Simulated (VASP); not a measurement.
# Sn in VASP: a series of runs

Runs on Sn. Level: LDA. Tasks: electric field gradients.

All numbers are computed with VASP 6.6.1; they aren't measurements. Logs are shortened: lines on timing, memory, paths and dates and some standing lists are left out, and cuts for length are marked.

## (1) The cell of the first run

The structure is tetragonal, space group I4_1/amd (No. 141). The conventional cell has a = 5.713 Å, b = 5.713 Å, c = 3.116 Å, α = 90.00°, β = 90.00°, γ = 90.00°. Sn (site symmetry -4m2) has 10 Sn at 2.96 to 3.69 Å within 3.9 Å.

## (2) Electric field gradients, LDA (25.43 Å³/atom)

INCAR reads:

```
PREC = Accurate
ENCUT = 520
EDIFF = 1E-8
ISMEAR = -1
SIGMA = 0.05
LREAL = False
LASPH = True
NELM = 60
ALGO = Normal
ISIF = 2
LWAVE = False
LCHARG = False
GGA = CA
LEFG = True
NBANDS = 21
```

KPOINTS reads:

```
Automatic mesh
0
Gamma
  15 15 15
```

POSCAR reads:

```
Sn
1.0
   -2.8563261551      2.8563261551      1.5581786438
    2.8563261551     -2.8563261551      1.5581786438
    2.8563261551      2.8563261551     -1.5581786438
Sn
2
Direct
    0.0000000000      0.0000000000      0.0000000000
    0.7500000000      0.2500000000      0.5000000000
```

Potentials or basis: VASP PAW LDA potentials, release 64 (Sn_d).

Launch:

```console
cat potpaw_LDA.64/Sn_d/POTCAR > POTCAR
mpirun -np 1 vasp_std > vasp.out
```

OUTCAR:

```text
PREC = Accurate
   ENCUT = 520
   EDIFF = 1E-8
   ISMEAR = -1
   LREAL = False
   LASPH = True
   NELM = 60
   ISIF = 2
   GGA = CA

 ion  position               nearest neighbor table
   1  0.000  0.000  0.000-   2 2.96   2 2.96   2 2.96   2 2.96   2 3.69   2 3.69   2 3.69   2 3.69

   2  0.750  0.250  0.500-   1 2.96   1 2.96   1 2.96   1 2.96   1 3.69   1 3.69   1 3.69   1 3.69

  LATTYP: Found a body centered tetragonal cell.
 ALAT       =     5.7126523102
 C/A-ratio  =     0.5455184594

  Lattice vectors:

 A1 = (  -2.8563261551,   2.8563261551,   1.5581786438)
 A2 = (   2.8563261551,  -2.8563261551,   1.5581786438)
 A3 = (   2.8563261551,   2.8563261551,  -1.5581786438)

Analysis of symmetry for initial positions (statically):
=====================================================================
 Subroutine PRICEL returns:
 Original cell was already a primitive cell.

 Routine SETGRP: Setting up the symmetry group for a
 body centered tetragonal supercell.

 Subroutine GETGRP returns: Found 16 space group operations
 (whereof  8 operations were pure point group operations)
 out of a pool of 16 trial point group operations.

The static configuration has the point symmetry D_2d.
 The point group associated with its full space group is D_4h.

Analysis of symmetry for dynamics (positions and initial velocities):
=====================================================================
 Subroutine PRICEL returns:
 Original cell was already a primitive cell.

 Routine SETGRP: Setting up the symmetry group for a
 body centered tetragonal supercell.

 Subroutine GETGRP returns: Found 16 space group operations
 (whereof  8 operations were pure point group operations)
 out of a pool of 16 trial point group operations.

The dynamic configuration has the point symmetry D_2d.
 The point group associated with its full space group is D_4h.

 Subroutine INISYM returns: Found 16 space group operations
 (whereof  8 operations are pure point group operations),
 and found     1 'primitive' translations

----------------------------------------------------------------------------------------

                                     Primitive cell

  volume of cell :      50.8502

  direct lattice vectors                    reciprocal lattice vectors
    -2.856326155  2.856326155  1.558178644     0.000000000  0.175050037  0.320887468
     2.856326155 -2.856326155  1.558178644     0.175050037  0.000000000  0.320887468
     2.856326155  2.856326155 -1.558178644     0.175050037  0.175050037  0.000000000

  length of vectors
     4.329563361  4.329563361  4.329563361     0.365528772  0.365528772  0.247558137

  position of ions in fractional coordinates (direct lattice)
     0.000000000  0.000000000  0.000000000
     0.750000000  0.250000000  0.500000000

  ion indices of the primitive-cell ions
   primitive index   ion index
                 1           1
                 2           2

----------------------------------------------------------------------------------------

 KPOINTS: Automatic mesh

Automatic generation of k-mesh.
 Grid dimensions read from file:
 generate k-points for:   15   15   15

 Generating k-lattice:

  Cartesian coordinates                     Fractional coordinates (reciprocal lattice)
     0.000000000  0.011670002  0.021392498     0.066666667  0.000000000  0.000000000
     0.011670002  0.000000000  0.021392498     0.000000000  0.066666667  0.000000000
     0.011670002  0.011670002  0.000000000     0.000000000  0.000000000  0.066666667

  Length of vectors
     0.024368585  0.024368585  0.016503876

  Shift w.r.t. Gamma in fractional coordinates (k-lattice)
     0.000000000  0.000000000  0.000000000

 Subroutine IBZKPT returns following result:
 ===========================================

 Found    288 irreducible k-points:

 Following reciprocal coordinates:
            Coordinates               Weight
  0.000000  0.000000  0.000000      1.000000
  0.066667  0.000000 -0.000000      8.000000
  0.133333  0.000000 -0.000000      8.000000
  0.200000  0.000000 -0.000000      8.000000
  0.266667  0.000000 -0.000000      8.000000
  0.333333  0.000000 -0.000000      8.000000
[... 16 lines left out ...]
  0.133333  0.133333 -0.000000      8.000000
  0.200000  0.133333 -0.000000     16.000000
 [... further k-points ...]
   k-points           NKPTS =    288   k-points in BZ     NKDIM =    288   number of bands    NBANDS=     21
   number of dos      NEDOS =    301   number of ions     NIONS =      2
   total plane-waves  NPLWV =  32768
   dimension x,y,z NGX =    32 NGY =   32 NGZ =   32
   dimension x,y,z NGXF=    64 NGYF=   64 NGZF=   64
   ions per type =               2
   NGX,Y,Z   is equivalent  to a cutoff of  12.29, 12.29, 12.29 a.u.
   NGXF,Y,Z  is equivalent  to a cutoff of  24.57, 24.57, 24.57 a.u.
 SYSTEM =  unknown system
   PREC   = accura    normal or accurate (medium, high low for compatibility)
   ISTART =      0    job   : 0-new  1-cont  2-samecut
   ICHARG =      2    charge: 1-file 2-atom 10-const
   ISPIN  =      1    spin polarized calculation?
   LNONCOLLINEAR =      F non collinear calculations
   LSORBIT =      F    spin-orbit coupling
   LASPH  =      T    aspherical Exc in radial PAW
   ENCUT  =  520.0 eV  38.22 Ry    6.18 a.u.   8.05  8.05  8.05*2*pi/ulx,y,z
   NELM   =     60;   NELMIN=  2; NELMDL= -5     # of ELM steps
   EDIFF  = 0.1E-07   stopping-criterion for ELM
   LREAL  =      F    real-space projection
   EDIFFG = 0.1E-06   stopping-criterion for IOM
   NSW    =      0    number of steps for IOM
   IBRION =     -1    ionic relax: 0-MD 1-quasi-New 2-CG
   NFREE  =      0    steps in history (QN), initial steepest desc. (CG)
   ISIF   =      2    stress and relaxation
   ISYM   =      2    0-nonsym 1-usesym 2-fastsym
   POTIM  = 0.5000    time-step for ionic-motion
   TEBEG  =    0.0;   TEEND  =   0.0 temperature during run
   PSTRESS=    0.0 pullay stress
   NELECT =      28.0000    total number of electrons
   NUPDOWN=      -1.0000    fix difference up-down
   EMIN   =  10.00;   EMAX   =-10.00  energy-range for DOS
   EFERMI =   0.00;   METHOD = LEGACY
   ISMEAR =    -1;   SIGMA  =   0.05  broadening in eV -4-tet -1-fermi 0-gaus
   EFERMI_NEDOS =   21; number of points for ismear=-14 and -15
   IALGO  =     38    algorithm
   IMIX   =      4    mixing-type and parameters
     AMIX     =   0.40;   BMIX     =  1.00
     AMIX_MAG =   1.60;   BMIX_MAG =  1.00
  volume/ion in A,a.u.               =      25.43       171.58
  Fermi-wavevector in a.u.,A,eV,Ry     =   1.341827  2.535686 24.497290  1.800500
  Thomas-Fermi vector in A             =   2.470030
   LORBIT       =      0    0 simple, 1 ext, 2 COOP (PROOUT), +10 PAW based schemes
   GGA     = CA    functional components
   LHFCALC =     F    Hartree Fock is set to
   AEXX    =    0.0000 exact exchange contribution
   IVDW    =     0    specifies the selected vdW correction
   LEPSILON=     F    determine dielectric tensor
   LRPA    =     F    only Hartree local field effects (RPA)
 non-spin polarized calculation
  energy-cutoff  :      520.00
  volume of cell :       50.85
 maximum number of plane-waves:      1386
   NGX = 17   NGY = 17   NGZ = 17

 number of electron      28.0000019 magnetization

 Free energy of the ion-electron system (eV)
  ---------------------------------------------------
  ext. energy  EPLUGINS =         0.00000000
  ---------------------------------------------------
  free energy    TOTEN  =        -8.97166441 eV

  energy without entropy =       -8.96473309  energy(sigma->0) =       -8.96819875

 E-fermi :   8.5361     XC(G=0): -10.8571

 val. band max:        8.5358675604   @ k =  -0.3333   0.4667   0.0667
 cond. band min:       8.5377666936   @ k =  -0.1333  -0.2000   0.1333
 fundamental gap:      0.0018991332
 Fermi energy:         8.5360646504

 k-point     1 :       0.0000    0.0000    0.0000
  band No.  band energies     occupation
      1     -13.1288      2.00000
      2     -13.0203      2.00000
      3     -12.9781      2.00000
      4     -12.9574      2.00000
      5     -12.7711      2.00000
      6     -12.7711      2.00000
[... 13 lines left out ...]
     20      18.8236      0.00000
     21      19.4912      0.00000

 k-point     2 :       0.0667    0.0000   -0.0000
  band No.  band energies     occupation
      1     -13.1254      2.00000
      2     -13.0095      2.00000
      3     -12.9739      2.00000
      4     -12.9444      2.00000
      5     -12.7799      2.00000
      6     -12.7789      2.00000
[... 520 lines left out ...]
 k-point    24 :       0.2000    0.1333   -0.0000
  band No.  band energies     occupation
      1     -13.0771      2.00000
      2     -12.9194      2.00000
      3     -12.9107      2.00000
      4     -12.8537      2.00000
      5     -12.8460      2.00000
      6     -12.8236      2.00000
[... 13 lines left out ...]
     20      15.9393      0.00000
     21      16.9075      0.00000

 [... further k-points ...]
[... 5 lines left out ...]
  --------------------------------------------------------------------------------------
  -------------------------------------------------------------------------------------
  Total        0.7232118      0.7232118      0.3710188      0.0000000      0.0000000      0.0000000
  in kB       22.7867951     22.7867951     11.6899783      0.0000000      0.0000000      0.0000000
  external PRESSURE =      19.0878562 kB  Pullay stress =       0.0000000 kB

 VOLUME and BASIS-vectors are now :
 -----------------------------------------------------------------------------
  energy-cutoff  :      520.00
  volume of cell :       50.85
      direct lattice vectors                 reciprocal lattice vectors
    -2.856326155  2.856326155  1.558178644     0.000000000  0.175050037  0.320887468
     2.856326155 -2.856326155  1.558178644     0.175050037  0.000000000  0.320887468
     2.856326155  2.856326155 -1.558178644     0.175050037  0.175050037  0.000000000

 POSITION                                       TOTAL-FORCE (eV/Angst)
 -----------------------------------------------------------------------------------
      0.00000      0.00000      0.00000        -0.000000     -0.000000      0.000000
     -0.00000      2.85633      0.77909         0.000000      0.000000     -0.000000
 -----------------------------------------------------------------------------------
    total drift:                                0.000000     -0.000000      0.000000

  FREE ENERGIE OF THE ION-ELECTRON SYSTEM (eV)
  ---------------------------------------------------
  free  energy   TOTEN  =        -8.9716644103 eV

  energy  without entropy=       -8.9647330856  energy(sigma->0) =       -8.96819875

 Electric field gradients (V/A^2)
---------------------------------------------------------------------
 ion       V_xx      V_yy      V_zz      V_xy      V_xz      V_yz
---------------------------------------------------------------------
   1     -23.850   -23.850    47.699    -0.001    -0.002    -0.002
   2     -23.850   -23.850    47.699    -0.001    -0.002    -0.002
---------------------------------------------------------------------

 Electric field gradients after diagonalization (V/A^2)
 (convention: |V_zz| > |V_xx| > |V_yy|)
----------------------------------------------------------------------
 ion       V_xx      V_yy      V_zz     asymmetry (V_yy - V_xx)/ V_zz
----------------------------------------------------------------------
   1     -23.851   -23.848    47.699       0.000
   2     -23.851   -23.848    47.699       0.000
----------------------------------------------------------------------

           NMR quadrupolar parameters

 Cq : quadrupolar parameter    Cq=e*Q*V_zz/h
 eta: asymmetry parameters     (V_yy - V_xx)/ V_zz
 Q  : nuclear electric quadrupole moment in mb (millibarn)
----------------------------------------------------------------------
 ion       Cq(MHz)       eta       Q (mb)
----------------------------------------------------------------------
   1       0.115       0.000       1.000
   2       0.115       0.000       1.000
----------------------------------------------------------------------
```

It took 4.9 min on 1 thread of Intel Xeon 8259CL, shared host; peak memory 0.34 GiB.

What came out:

```yaml
Free_energy: -8.9717 eV
Pressure: 1.9 GPa
Band_gap_on_the_k_mesh: zero (bands 14 and 15 overlap by 4.60 eV)
Largest_electric_field_gradient_by_atom: Sn +47.7 V/Å²
```

Levels at points of the mesh, in eV from the Fermi level:
```tsv
k point	band 12	band 13	band 14	band 15	band 16	band 17
(0.00, 0.00, 0.00)	-3.52	-2.15	-2.15	2.98	6.50	6.50
```

Electric field gradients, principal values (V/Å²):
| atom | least | middle | greatest (by size) |
| --- | --- | --- | --- |
| 1 Sn | -23.848 | -23.851 | 47.699 |
| 2 Sn | -23.848 | -23.851 | 47.699 |

Caveat: without QUAD_EFG the Cq values of the log hold for a quadrupole moment of 1 mb, not for the nuclei; spin-orbit coupling is left out, which moves the levels of the heavy elements.

(Part 1 of 2 ends here.)
